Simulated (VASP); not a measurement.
# Zr: single point with revPBE

The system is Zr.

```xyz
1
Lattice="2.8941 0.0000 0.0000 0.0000 2.8941 0.0000 0.0000 0.0000 2.8941" Properties=species:S:1:pos:R:3 pbc="T T T"
Zr    0.0000    0.0000    0.0000
```

This cell differs from its parent crystal: volume scaled by 0.96.

```json
{"Program": "VASP 6.6.1", "Task": "single point", "Functional": "revPBE", "Potentials or basis": "VASP PAW PBE potentials, release 64 (Zr_sv)", "Cutoff": "520 eV", "k mesh": "12 × 12 × 12", "Occupations": "fermi-dirac, width 0.1 eV", "Spin": "no spin polarisation"}
```

| Item | Value |
| --- | --- |
| Pressure | 3.1 GPa |
| Band gap on the k mesh | zero (band 6 reaches 9.33 eV, above the bottom of band 7 at 6.56 eV) |

Levels at points of the mesh, in eV from the Fermi level:
```
           k point  band 3  band 4  band 5  band 6  band 7  band 8  band 9  band 10
(0.00, 0.00, 0.00)  -26.05  -26.05   -5.07   -1.73   -1.73    5.67    5.67     5.67
(0.50, 0.00, 0.00)  -25.93  -25.93   -2.01   -0.87    0.41    2.57    2.57     5.99
(0.50, 0.50, 0.00)  -27.12  -25.82   -3.09   -0.29    3.23    3.23    5.06     5.06
(0.50, 0.50, 0.50)  -26.95  -26.95   -1.56   -1.56   -1.56    6.52    7.86     7.86
```

It took 47 s on 1 thread of AMD EPYC 7R13, on a shared host, peak memory 0.12 GiB.

Caveat: the PAW data sets were made with another functional, which shifts forces and pressure a little.
